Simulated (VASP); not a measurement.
Write the native input for VASP 6.6.1 that does the following.

| Quantity | Value |
| --- | --- |
| Task | relaxation of cell and atoms |
| Functional | PBE |
| Potentials or basis | VASP PAW PBE potentials, release 64 (Sr_sv, Ca_sv, Zn, C, N) |
| Cutoff | 600 eV |
| k mesh | 4 × 4 × 4 |
| Occupations | gaussian, width 0.02 eV |
| Spin | no spin polarisation |
| Dipole correction | no |
| Further INCAR settings | LREAL = Auto; ALGO = Normal; EDIFF = 1e-07; IBRION = 2; EDIFFG = -0.01; NSW = 100; ISIF = 3 |

The structure of SrCaZnC6N6 lies in POSCAR:

```
SrCaZnC6N6
1.0
    0.0000000000      5.7350196747      5.7350196747
    5.7350196747      0.0000000000      5.7350196747
    5.7350196747      5.7350196747      0.0000000000
Sr Ca Zn C N
1 1 1 6 6
Direct
    0.2500000000      0.2500000000      0.2500000000
    0.5000000000      0.5000000000      0.5000000000
    0.0000000000      0.0000000000      0.0000000000
    0.8093986423      0.1906013577      0.1906013577
    0.8093986423      0.1906013577      0.8093986423
    0.8093986423      0.8093986423      0.1906013577
    0.1906013577      0.8093986423      0.8093986423
    0.1906013577      0.8093986423      0.1906013577
    0.1906013577      0.1906013577      0.8093986423
    0.7073230593      0.2926769407      0.2926769407
    0.7073230593      0.2926769407      0.7073230593
    0.7073230593      0.7073230593      0.2926769407
    0.2926769407      0.7073230593      0.7073230593
    0.2926769407      0.7073230593      0.2926769407
    0.2926769407      0.2926769407      0.7073230593
```

These files were run (other wordings do the same):

INCAR

```
SYSTEM = SrCaZnC6N6
PREC     = Accurate       ! precision mode
ENCUT    = 600            ! plane-wave cutoff, eV
EDIFF    = 1E-7           ! SCF threshold, eV
ISMEAR   = 0              ! smearing method
SIGMA    = 0.02           ! smearing width, eV
LREAL    = Auto         
LASPH    = .True.         ! aspherical terms in the spheres
NELM     = 80             ! most SCF steps
ALGO     = Normal         ! electronic algorithm
ISIF     = 3              ! what is computed and relaxed
LWAVE    = .False.        ! write WAVECAR
LCHARG   = .False.        ! write CHGCAR
GGA      = PE             ! functional
IBRION   = 2              ! ionic algorithm
NSW      = 100            ! ionic steps
EDIFFG   = -0.01          ! ionic threshold
```

KPOINTS

```
regular mesh
0
Gamma
  4 4 4
  0 0 0
```

Potentials or basis: VASP PAW PBE potentials, release 64 (Sr_sv, Ca_sv, Zn, C, N).

Run with:

```console
$ cat potpaw_PBE.64/Sr_sv/POTCAR potpaw_PBE.64/Ca_sv/POTCAR potpaw_PBE.64/Zn/POTCAR potpaw_PBE.64/C/POTCAR potpaw_PBE.64/N/POTCAR > POTCAR
$ mpirun -np 1 vasp_std > vasp.out
```

It gave:

The relaxed volume is 25.37 Å³/atom. The relaxed cell is a = 8.134 Å, b = 8.134 Å, c = 8.134 Å, α = 60.00°, β = 60.00°, γ = 60.00°. The space group after relaxing (to 0.1 Å) is F-43m (No. 216) and the energy gained by relaxing is 0.4 meV/atom. The ionic steps are 8, the pressure after relaxing is 0.0 GPa and the largest force after relaxing is 0.010 eV/Å. The band gap on the k mesh is 1.61 eV (least direct gap 1.68 eV).

It took 25 min on 1 thread of AMD EPYC 9R45 96-Core Processor (Zen 5), with other jobs on the host, peak memory 0.84 GiB.
